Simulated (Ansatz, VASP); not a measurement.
## Ni in VASP and in Ansatz

INCAR

```
PREC = Accurate
ENCUT = 520
EDIFF = 1E-7
ISMEAR = -1
SIGMA = 0.05
LREAL = False
LASPH = True
NELM = 150
ALGO = Normal
ISIF = 2
LWAVE = False
LCHARG = False
ISPIN = 2
MAGMOM = 1 1
LORBIT = 11
LMAXMIX = 4
GGA = PE
NBANDS = 21
```

The input KPOINTS:

```
regular mesh
0
Gamma
  15 10 15
```

Contents of POSCAR:

```
Ni
1.0
   -1.7593078052      1.7593078052      0.0000000000
    0.0000000000      0.0000000000      3.5186156104
    1.7593078052      1.7593078052      0.0000000000
Ni
2
Direct
    0.0000000000      0.0000000000      0.0000000000
    0.5000000000      0.5000000000      0.5000000000
```

Input for Ansatz:

```yaml
crystal:
  lattice:
    - [-1.7593078052, 1.7593078052, 0.0]
    - [0.0, 0.0, 3.5186156104]
    - [1.7593078052, 1.7593078052, 0.0]
  atoms:
    - { symbol: Ni, position: [0.0, 0.0, 0.0], spin: 1.0 }
    - { symbol: Ni, position: [0.5, 0.5, 0.5], spin: 1.0 }
magnetization:
  spin_polarized: true
kpoints:
  mp_grid: { grid: [15, 10, 15] }
scf:
  occupations: { method: fermi_dirac, width: 0.05 }
hamiltonian:
  xc: pbe
  pseudopotentials: { kind: all_electron, lapw: { basis_error: 0.001 } }
output:
  forces: true
  stress: true
  eigenvalues: true
```

Alike in both runs: task single point; functional PBE; k mesh 15 × 10 × 15; occupations fermi-dirac, width 0.05 eV; collinear spin.

```csv
,VASP,Ansatz
version,VASP 6.6.1,Ansatz 0.2.0
potentials or method,"VASP PAW PBE potentials, release 64 (Ni), cutoff 520 eV","all-electron LAPW, scalar-relativistic"
```

```tsv
	VASP	Ansatz	Ansatz less VASP
pressure (GPa)	0.0	0.0	+0.02
traceless stress, the component that is largest in VASP (GPa)	-0.06	-0.02	+0.034
net moment per atom (μB)	0.64	0.65	+0.008
size of the moment on the site where the two differ most (μB)	0.65	0.67	+0.021
```

Site moments also hang on the region over which each program counts them. Ansatz ran all-electron here, and VASP with PAW potentials.
